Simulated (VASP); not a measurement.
# SrCu2H2 in VASP: relaxation of cell and atoms with LDA+U

Aim: the relaxation of cell and atoms of SrCu2H2 with LDA+U.

All numbers are computed with VASP 6.6.1; they aren't measurements. Logs are shortened: lines on timing, memory, paths and dates and some standing lists are left out, and cuts for length are marked.

## 1. The cell of the first run

The typed cell holds 5 atoms: a = 4.228 Å, b = 4.228 Å, c = 4.522 Å, α = 90.00°, β = 90.00°, γ = 60.00°.

## 2. Relaxation of cell and atoms, LDA+U, collinear spin, ferromagnetic start, target pressure 20 GPa, at which the enthalpy is minimised

The input, INCAR:

```
PREC     = Accurate       # precision mode
ENCUT    = 600            # plane-wave cutoff, eV
EDIFF    = 1E-6           # SCF threshold, eV
ISMEAR   = 1              # smearing method
SIGMA    = 0.0364         # smearing width, eV
LREAL    = False          # projectors in reciprocal space
LASPH    = True           # aspherical terms in the spheres
NELM     = 150            # most SCF steps
ALGO     = Normal         # electronic algorithm
ISIF     = 3              # what is computed and relaxed
LWAVE    = False          # write WAVECAR
LCHARG   = False          # write CHGCAR
ISPIN    = 2              # spin polarisation
MAGMOM   = 1 1 0 0 0      # initial moments
LORBIT   = 11             # projections on sites
LMAXMIX  = 4              # l up to which the mixer works
LDAU     = True           # DFT+U
LDAUTYPE = 1            
LDAUL    = 2 -1 -1        # shell
LDAUU    = 2.5 0 0        # U, eV
LDAUJ    = 0.88 0 0     
LDAUPRINT= 1            
IBRION   = 2              # ionic algorithm
NSW      = 100            # ionic steps
EDIFFG   = -0.01          # ionic threshold
PSTRESS  = 200.0
```

The input, KPOINTS:

```
Automatic mesh
0
Gamma
  6 6 5
```

The input, POSCAR:

```
SrCu2H2
1.0
    2.1138013300      3.6612079000      0.0000000000
   -2.1138013300      3.6612079000      0.0000000000
    0.0000000000      0.0000000000      4.5218758600
Cu H Sr
2 2 1
Direct
    0.3333000000      0.3334000000      0.4656000000
    0.6667000000      0.6666000000      0.5344000000
    0.3333000000      0.3334000000      0.1067000000
    0.6667000000      0.6666000000      0.8933000000
    0.0000000000      0.0000000000      0.0000000000
```

Potentials or basis: VASP PAW LDA potentials, release 64 (Cu, H, Sr_sv).

Started as:

```console
$ cat potpaw_LDA.64/Cu/POTCAR potpaw_LDA.64/H/POTCAR potpaw_LDA.64/Sr_sv/POTCAR > POTCAR
$ mpirun -np 1 vasp_std > vasp.out
```

OUTCAR:

```text
PREC = Accurate
   ENCUT = 600
   EDIFF = 1E-6
   ISMEAR = 1
   LREAL = False
   LASPH = True
   NELM = 150
   ISIF = 3
   ISPIN = 2
   LORBIT = 11
   IBRION = 2
   NSW = 100
   EDIFFG = -0.01
   PSTRESS = 200.0

 ion  position               nearest neighbor table
   1  0.333  0.333  0.466-   3 1.62   2 2.46   2 2.46   2 2.46   5 3.22   5 3.22   5 3.22   5 3.43
                             5 3.43   5 3.43
   2  0.667  0.667  0.534-   4 1.62   1 2.46   1 2.46   1 2.46   5 3.22   5 3.22   5 3.22   5 3.43
                             5 3.43   5 3.43
   3  0.333  0.333  0.107-   1 1.62   5 2.49   5 2.49   5 2.49
   4  0.667  0.667  0.893-   2 1.62   5 2.49   5 2.49   5 2.49
   5  0.000  0.000  0.000-   3 2.49   4 2.49   3 2.49   4 2.49   3 2.49   4 2.49   2 3.22   1 3.22
                             2 3.22   1 3.22   1 3.22   2 3.22   2 3.43   1 3.43   1 3.43   2 3.43

  LATTYP: Found a hexagonal cell.
 ALAT       =     4.2275997149
 C/A-ratio  =     1.0696083274

  Lattice vectors:

 A1 = (   2.1138013300,  -3.6612079000,   0.0000000000)
 A2 = (   2.1138013300,   3.6612079000,   0.0000000000)
 A3 = (   0.0000000000,   0.0000000000,   4.5218758600)

Analysis of symmetry for initial positions (statically):
=====================================================================
 Subroutine PRICEL returns:
 Original cell was already a primitive cell.

 Routine SETGRP: Setting up the symmetry group for a
 hexagonal supercell.

 Subroutine GETGRP returns: Found  4 space group operations
 (whereof  4 operations were pure point group operations)
 out of a pool of 24 trial point group operations.

The static configuration has the point symmetry C_2h.

Analysis of symmetry for dynamics (positions and initial velocities):
=====================================================================
 Subroutine PRICEL returns:
 Original cell was already a primitive cell.

 Routine SETGRP: Setting up the symmetry group for a
 hexagonal supercell.

 Subroutine GETGRP returns: Found  4 space group operations
 (whereof  4 operations were pure point group operations)
 out of a pool of 24 trial point group operations.

The dynamic configuration has the point symmetry C_2h.

Analysis of structural, dynamic, and magnetic symmetry:
=====================================================================
 Subroutine PRICEL returns:
 Original cell was already a primitive cell.

 Routine SETGRP: Setting up the symmetry group for a
 hexagonal supercell.

 Subroutine GETGRP returns: Found  4 space group operations
 (whereof  4 operations were pure point group operations)
 out of a pool of 24 trial point group operations.

The overall configuration has the point symmetry C_2h.

 Subroutine INISYM returns: Found  4 space group operations
 (whereof  4 operations are pure point group operations),
 and found     1 'primitive' translations

----------------------------------------------------------------------------------------

                                     Primitive cell

  volume of cell :      69.9902

  direct lattice vectors                    reciprocal lattice vectors
     2.113801330  3.661207900  0.000000000     0.236540678  0.136566951  0.000000000
    -2.113801330  3.661207900  0.000000000    -0.236540678  0.136566951  0.000000000
     0.000000000  0.000000000  4.521875860     0.000000000  0.000000000  0.221147159
[... 149 lines left out ...]

  FORCE on cell =-STRESS in cart. coord.  units (eV):
  Direction    XX          YY          ZZ          XY          YZ          ZX
  --------------------------------------------------------------------------------------
  -------------------------------------------------------------------------------------
  Total       -1.4445973     -1.4442738     -2.0629821      0.0002779     -0.0002759      0.0004777
  in kB      -33.0689335    -33.0615274    -47.2246616      0.0063607     -0.0063146      0.0109362
  external PRESSURE =    -237.7850408 kB  Pullay stress =     200.0000000 kB
[... 110 lines left out ...]
  energy  without entropy=      -16.7388450319  energy(sigma->0) =      -16.73869532

  enthalpy is  TOTEN    =        -9.9206417209 eV   P V=        6.8179787489

[... ionic steps 4 to 24 ...]

--------------------------------------- Ionic step       25  -------------------------------------------

 number of electron      34.0000003 magnetization       0.0000064

------------------------ aborting loop because EDIFF is reached ----------------------------------------
[... 73 lines left out ...]
  energy  without entropy=      -17.0745234714  energy(sigma->0) =      -17.07496303

  enthalpy is  TOTEN    =       -10.7353638225 eV   P V=        6.3398189858

atom =   1  type =  1  l = 2

 onsite density matrix

spin component  1

  0.9280  0.0000 -0.0000 -0.0000 -0.0000
  0.0000  0.9365 -0.0000  0.0000 -0.0000
 -0.0000 -0.0000  0.9061  0.0000 -0.0000
 -0.0000  0.0000  0.0000  0.9365  0.0000
 -0.0000 -0.0000 -0.0000  0.0000  0.9280

spin component  2

  0.9280  0.0000 -0.0000 -0.0000 -0.0000
  0.0000  0.9365 -0.0000  0.0000 -0.0000
 -0.0000 -0.0000  0.9061  0.0000 -0.0000
 -0.0000  0.0000  0.0000  0.9365  0.0000
 -0.0000 -0.0000 -0.0000  0.0000  0.9280

 occupancies and eigenvectors

  o =  0.9061  v =  0.0000  0.0000  0.0000  0.0000  0.0000 -0.0004 -0.0001 -1.0000  0.0001 -0.0002      0.0000  0.0000  0.0000  0.0000  0.0000  0.0000  0.0000  0.0000  0.0000  0.0000
  o =  0.9061  v = -0.0004 -0.0001 -1.0000  0.0001 -0.0002  0.0000  0.0000  0.0000  0.0000  0.0000      0.0000  0.0000  0.0000  0.0000  0.0000  0.0000  0.0000  0.0000  0.0000  0.0000
  o =  0.9280  v =  0.0000  0.0000  0.0000  0.0000  0.0000  0.4998  0.0017 -0.0004  0.0010  0.8661      0.0000  0.0000  0.0000  0.0000  0.0000  0.0000  0.0000  0.0000  0.0000  0.0000
  o =  0.9280  v =  0.4998  0.0017 -0.0004  0.0010  0.8661  0.0000  0.0000  0.0000  0.0000  0.0000      0.0000  0.0000  0.0000  0.0000  0.0000  0.0000  0.0000  0.0000  0.0000  0.0000
  o =  0.9280  v =  0.0000  0.0000  0.0000  0.0000  0.0000  0.8661 -0.0011 -0.0003  0.0019 -0.4998      0.0000  0.0000  0.0000  0.0000  0.0000  0.0000  0.0000  0.0000  0.0000  0.0000
  o =  0.9280  v =  0.8661 -0.0011 -0.0003  0.0019 -0.4998  0.0000  0.0000  0.0000  0.0000  0.0000      0.0000  0.0000  0.0000  0.0000  0.0000  0.0000  0.0000  0.0000  0.0000  0.0000
  o =  0.9365  v = -0.0005 -0.9822  0.0001  0.1878  0.0020  0.0000  0.0000  0.0000  0.0000  0.0000      0.0000  0.0000  0.0000  0.0000  0.0000  0.0000  0.0000  0.0000  0.0000  0.0000
  o =  0.9365  v =  0.0000  0.0000  0.0000  0.0000  0.0000 -0.0005 -0.9822  0.0001  0.1880  0.0020      0.0000  0.0000  0.0000  0.0000  0.0000  0.0000  0.0000  0.0000  0.0000  0.0000
  o =  0.9365  v = -0.0020  0.1878  0.0001  0.9822 -0.0003  0.0000  0.0000  0.0000  0.0000  0.0000      0.0000  0.0000  0.0000  0.0000  0.0000  0.0000  0.0000  0.0000  0.0000  0.0000
  o =  0.9365  v =  0.0000  0.0000  0.0000  0.0000  0.0000 -0.0020  0.1880  0.0001  0.9822 -0.0003      0.0000  0.0000  0.0000  0.0000  0.0000  0.0000  0.0000  0.0000  0.0000  0.0000

atom =   2  type =  1  l = 2

 onsite density matrix

spin component  1

  0.9280  0.0000 -0.0000 -0.0000 -0.0000
  0.0000  0.9365 -0.0000  0.0000 -0.0000
 -0.0000 -0.0000  0.9061  0.0000 -0.0000
 -0.0000  0.0000  0.0000  0.9365  0.0000
 -0.0000 -0.0000 -0.0000  0.0000  0.9280

spin component  2

  0.9280  0.0000 -0.0000 -0.0000 -0.0000
  0.0000  0.9365 -0.0000  0.0000 -0.0000
 -0.0000 -0.0000  0.9061  0.0000 -0.0000
 -0.0000  0.0000  0.0000  0.9365  0.0000
 -0.0000 -0.0000 -0.0000  0.0000  0.9280

 occupancies and eigenvectors

  o =  0.9061  v =  0.0000  0.0000  0.0000  0.0000  0.0000 -0.0004 -0.0001 -1.0000  0.0001 -0.0002      0.0000  0.0000  0.0000  0.0000  0.0000  0.0000  0.0000  0.0000  0.0000  0.0000
  o =  0.9061  v = -0.0004 -0.0001 -1.0000  0.0001 -0.0002  0.0000  0.0000  0.0000  0.0000  0.0000      0.0000  0.0000  0.0000  0.0000  0.0000  0.0000  0.0000  0.0000  0.0000  0.0000
  o =  0.9280  v =  0.0000  0.0000  0.0000  0.0000  0.0000  0.4998  0.0017 -0.0004  0.0010  0.8661      0.0000  0.0000  0.0000  0.0000  0.0000  0.0000  0.0000  0.0000  0.0000  0.0000
  o =  0.9280  v =  0.4998  0.0017 -0.0004  0.0010  0.8661  0.0000  0.0000  0.0000  0.0000  0.0000      0.0000  0.0000  0.0000  0.0000  0.0000  0.0000  0.0000  0.0000  0.0000  0.0000
  o =  0.9280  v =  0.0000  0.0000  0.0000  0.0000  0.0000  0.8661 -0.0011 -0.0003  0.0019 -0.4998      0.0000  0.0000  0.0000  0.0000  0.0000  0.0000  0.0000  0.0000  0.0000  0.0000
  o =  0.9280  v =  0.8661 -0.0011 -0.0003  0.0019 -0.4998  0.0000  0.0000  0.0000  0.0000  0.0000      0.0000  0.0000  0.0000  0.0000  0.0000  0.0000  0.0000  0.0000  0.0000  0.0000
  o =  0.9365  v = -0.0005 -0.9822  0.0001  0.1878  0.0020  0.0000  0.0000  0.0000  0.0000  0.0000      0.0000  0.0000  0.0000  0.0000  0.0000  0.0000  0.0000  0.0000  0.0000  0.0000
  o =  0.9365  v =  0.0000  0.0000  0.0000  0.0000  0.0000 -0.0005 -0.9822  0.0001  0.1880  0.0020      0.0000  0.0000  0.0000  0.0000  0.0000  0.0000  0.0000  0.0000  0.0000  0.0000
  o =  0.9365  v = -0.0020  0.1878  0.0001  0.9822 -0.0003  0.0000  0.0000  0.0000  0.0000  0.0000      0.0000  0.0000  0.0000  0.0000  0.0000  0.0000  0.0000  0.0000  0.0000  0.0000
  o =  0.9365  v =  0.0000  0.0000  0.0000  0.0000  0.0000 -0.0020  0.1880  0.0001  0.9822 -0.0003      0.0000  0.0000  0.0000  0.0000  0.0000  0.0000  0.0000  0.0000  0.0000  0.0000

--------------------------------------- Ionic step       27  -------------------------------------------

 number of electron      34.0000002 magnetization       0.0000058

 Free energy of the ion-electron system (eV)
  ---------------------------------------------------
  ext. energy  EPLUGINS =         0.00000000
  ---------------------------------------------------
  free energy    TOTEN  =       -17.07179177 eV

  energy without entropy =      -17.07122962  energy(sigma->0) =      -17.07160438

 E-fermi :   6.2137     XC(G=0): -12.0116

 val. band max:        6.2006779894   @ k =   0.3333   0.5000   0.2000
 cond. band min:       6.2617444208   @ k =   0.0000   0.5000   0.4000
 fundamental gap:      0.0610664314
 Fermi energy:         6.2137097683

 spin component 1

 k-point     1 :       0.0000    0.0000    0.0000
  band No.  band energies     occupation
      1     -28.1051      1.00000
      2     -10.3668      1.00000
      3     -10.3667      1.00000
      4     -10.0712      1.00000
      5      -3.3659      1.00000
      6       0.3726      1.00000
[... 1231 lines left out ...]
  energy  without entropy=      -17.0712296153  energy(sigma->0) =      -17.07160438

  enthalpy is  TOTEN    =       -10.7353869450 eV   P V=        6.3364048207

 reached required accuracy - stopping structural energy minimisation

 total charge

# of ion       s       p       d       tot
------------------------------------------
    1        0.577   0.401   9.249  10.227
    2        0.577   0.401   9.249  10.227
    3        0.524   0.019   0.000   0.543
    4        0.524   0.019   0.000   0.543
    5        2.044   5.815   0.416   8.275
--------------------------------------------------
tot          4.246   6.655  18.914  29.815

 magnetization (x)

# of ion       s       p       d       tot
------------------------------------------
    1       -0.000   0.000   0.000   0.000
    2       -0.000   0.000   0.000   0.000
    3       -0.000   0.000   0.000  -0.000
    4       -0.000   0.000   0.000  -0.000
    5        0.000   0.000   0.000   0.000
--------------------------------------------------
tot          0.000   0.000   0.000   0.000
```

Run time: 53 min. Hardware: 1 thread of AMD EPYC 7R43 (Zen 3), shared host; peak memory 0.29 GiB.

What came out:

```yaml
Free_energy: -17.0718 eV
Relaxed_volume: 10.15 Å³/atom
Relaxed_cell: a = 4.121 Å, b = 4.120 Å, c = 3.452 Å, α = 89.99°, β = 90.00°, γ = 60.00°
Space_group_after_relaxing_to_0.05_Å: P6/mmm (No. 191)
Energy_change_on_relaxing_the_enthalpy_is_what_falls: +39.9 meV/atom
Ionic_steps: 27
Pressure_after_relaxing: 20.0 GPa
Largest_force_after_relaxing: 0.005 eV/Å
Band_gap_on_the_k_mesh: zero (filled and empty bands overlap)
Net_moment: 0.00 μB per cell
Valence_electrons_inside_the_program's_atomic_spheres: Cu 10.23; H 0.54; Sr 8.28
```

Forces in eV/Å, atoms in the order of the input:
```
Cu   0.001  0.000 -0.003
Cu  -0.001  0.000  0.003
H    0.000  0.000 -0.005
H    0.000  0.000  0.005
Sr   0.000  0.000  0.000
```

Step by step:
```
step  energy change (eV)  largest force (eV/Å)  pressure (GPa)  volume (Å³)
   1              0.0000                0.2160           -3.78        69.99
   2              1.1172                1.6204           31.81        50.98
   3              0.5327                1.1365           20.14        54.62
   4              0.5568                0.4222           20.71        53.44
   5              0.6549                0.1984           22.16        52.45
   6              0.5455                0.2186           20.78        52.34
   7              0.2724                0.3387           18.10        51.82
   8              0.5719                1.9763           23.74        49.89
   9              0.2038                0.3636           18.23        51.38
  10              0.2282                0.3004           19.96        50.74
  11              0.2118                0.1826           19.55        50.86
  12              0.2178                0.2266           19.89        50.81
  13              0.2192                0.1678           20.11        50.75
  14              0.2318                0.1482           20.56        50.56
  15              0.2403                0.1631           20.89        50.49
  16              0.1878                0.1087           19.69        50.88
  17              0.1692                0.0885           19.33        51.02
  18              0.1932                0.0314           19.85        50.81
  19              0.2014                0.0131           19.61        50.75
  20              0.2186                0.0211           20.42        50.61
  21              0.2060                0.0038           20.17        50.71
  22              0.2039                0.0084           20.31        50.73
  23              0.2027                0.0109           20.16        50.74
  24              0.1908                0.0074           19.84        50.83
  25              0.1941                0.0084           19.77        50.80
  26              0.1961                0.0090           19.82        50.79
  27              0.1995                0.0046           19.95        50.76
```

Final structure:
```cif
data_structure
_symmetry_space_group_name_H-M 'P 1'
_symmetry_Int_Tables_number 1
_cell_length_a 4.1208
_cell_length_b 4.1205
_cell_length_c 3.4521
_cell_angle_alpha 89.989
_cell_angle_beta 90.000
_cell_angle_gamma 59.998
_cell_volume 50.76
loop_
_atom_site_label
_atom_site_type_symbol
_atom_site_fract_x
_atom_site_fract_y
_atom_site_fract_z
_atom_site_occupancy
Cu1 Cu 0.33332 0.33337 0.50049 1
Cu2 Cu 0.66668 0.66663 0.49951 1
H1 H 0.33333 0.33335 0.00061 1
H2 H 0.66667 0.66665 0.99939 1
Sr1 Sr 0.00000 0.00000 0.00000 1
```

Eigenvalues of the final occupation matrices:
| site | spin | trace | eigenvalues |
| --- | --- | --- | --- |
| site 1 d | 1 | 4.64 | 0.91 0.93 0.93 0.94 0.94 |
| site 1 d | 2 | 4.64 | 0.91 0.93 0.93 0.94 0.94 |
| site 2 d | 1 | 4.64 | 0.91 0.93 0.93 0.94 0.94 |
| site 2 d | 2 | 4.64 | 0.91 0.93 0.93 0.94 0.94 |

Caveat: the cell is relaxed towards a set pressure, so the enthalpy falls and the energy may rise; the volume moved by over 15 % at a fixed basis, so the end points are rough; the U is typed as a test and isn't derived for this compound. The state reached can hang on the start; a lower one may exist.
